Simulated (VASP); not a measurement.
Runs of VASP 6.6.1 on BeS. The structure is that of space group F-43m (No. 216), or close to it. The cells are those of the table. 

```tsv
cell	gap on the mesh (eV)	pressure (GPa)
a = 3.471 Å, angles 60.0°, 2 atoms	3.19	-1.8
a = 3.493 Å, angles 60.0°, 2 atoms	3.23	-3.4
a = 3.445 Å, angles 60.0°, 2 atoms	(b)	(a)
a = 3.441 Å, angles 60.0°, 2 atoms	3.13	0.6
a = 3.448 Å, angles 60.0°, 2 atoms	3.15	(c)
```

Alike in all rows: task single point; level PBE; potentials or basis VASP PAW PBE potentials, release 64 (Be, S); no spin polarisation; k mesh 12 × 12 × 12; cutoff (eV) 520; smearing gaussian 0.05 eV.

Q: Fill in the values left out.

A: (a) 0.2; (b) 3.14; (c) 0.0.

A k mesh can miss the band edges.
